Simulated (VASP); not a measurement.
**ZnS: electric field gradients with PBE**

The system is ZnS.

```
Zn S
1.0
     3.80509    0.00000    0.00000
    -1.90254    3.29530    0.00000
     0.00000    0.00000   24.91593
Zn S
8 8
Direct
  0.33333 0.66667 0.12512
  0.00000 0.00000 0.00016
  0.66667 0.33333 0.62505
  0.66667 0.33333 0.87514
  0.00000 0.00000 0.75002
  0.33333 0.66667 0.50008
  0.00000 0.00000 0.37509
  0.66667 0.33333 0.25013
  0.66667 0.33333 0.34372
  0.66667 0.33333 0.71858
  0.33333 0.66667 0.21873
  0.00000 0.00000 0.84367
  0.66667 0.33333 0.96881
  0.00000 0.00000 0.09373
  0.33333 0.66667 0.59369
  0.00000 0.00000 0.46869
```

```yaml
Program: VASP 6.6.1
Task: electric field gradients
Functional: PBE
Potentials_or_basis: VASP PAW PBE potentials, release 64 (Zn, S)
Cutoff: 520 eV
k_mesh: 8 × 8 × 2
Occupations: fermi-dirac, width 0.02 eV
Spin: no spin polarisation
Dipole_correction: no
Charge: -1
Further_INCAR_settings: LREAL = Auto; ALGO = Normal; EDIFF = 1e-08; NBANDS = 86; NELECT = 145.0
```

| Property | Result |
| --- | --- |
| Largest force | 0.023 eV/Å |
| Largest electric field gradient by atom | Zn -0.4, +0.2, -0.8, -1.1, -0.2, -0.5, -0.0 (each value once); S -0.4, +0.5, +0.7, +1.7, +1.2, +0.8, +0.3, -0.1 V/Å² |

Forces on the atoms (eV/Å):
```
Zn   0.000  0.000  0.003
Zn   0.000  0.000  0.022
Zn   0.000  0.000 -0.022
Zn   0.000  0.000  0.002
Zn   0.000  0.000 -0.021
Zn   0.000  0.000 -0.006
Zn   0.000  0.000 -0.008
Zn   0.000  0.000 -0.019
S    0.000  0.000  0.015
S    0.000  0.000  0.023
S    0.000  0.000  0.013
S    0.000  0.000 -0.008
S    0.000  0.000 -0.014
S    0.000  0.000 -0.001
S    0.000  0.000  0.005
S    0.000  0.000  0.017
```

Levels at points of the mesh, in eV from the Fermi level:
```tsv
k point	band 68	band 69	band 70	band 71	band 72	band 73	band 74	band 75	band 76	band 77
(0.00, 0.00, 0.00)	-3.62	-3.62	-3.51	-3.48	-3.48	-1.37	-0.54	-0.49	-0.30	-0.13
(0.50, 0.00, 0.00)	-4.80	-4.60	-4.60	-4.53	-4.37	-0.16	-0.08	0.03	0.07	0.30
(0.00, 0.00, 0.50)	-3.78	-3.52	-3.52	-3.52	-3.52	-1.09	-1.04	-0.30	-0.16	-0.14
(0.50, 0.00, 0.50)	-4.84	-4.84	-4.48	-4.43	-4.43	-0.21	-0.18	0.11	0.25	0.32
```

Electric field gradients, principal values (V/Å²):
| atom | least | middle | greatest (by size) |
| --- | --- | --- | --- |
| 1 Zn | 0.194 | 0.207 | -0.401 |
| 2 Zn | -0.083 | -0.084 | 0.166 |
| 3 Zn | 0.178 | 0.191 | -0.368 |
| 4 Zn | 0.414 | 0.427 | -0.841 |
| 5 Zn | 0.551 | 0.552 | -1.102 |
| 6 Zn | 0.117 | 0.130 | -0.248 |
| 7 Zn | 0.255 | 0.256 | -0.512 |
| 8 Zn | 0.001 | 0.014 | -0.015 |
| 9 S | 0.175 | 0.176 | -0.351 |
| 10 S | -0.244 | -0.245 | 0.490 |
| 11 S | -0.337 | -0.337 | 0.674 |
| 12 S | -0.825 | -0.827 | 1.652 |
| 13 S | -0.602 | -0.603 | 1.206 |
| 14 S | -0.425 | -0.426 | 0.850 |
| 15 S | -0.157 | -0.158 | 0.315 |
| 16 S | 0.034 | 0.035 | -0.069 |

It took 28 min on 1 thread of Oxide Virtual Turin-like Processor (shared host), peak memory 0.53 GiB.

Caveat: the cell carries a net charge on a neutralising background, which shifts energy and pressure; the cell is charged against a uniform background, so pressure and absolute levels hang on convention; without QUAD_EFG the Cq values of the log hold for a quadrupole moment of 1 mb, not for the nuclei.
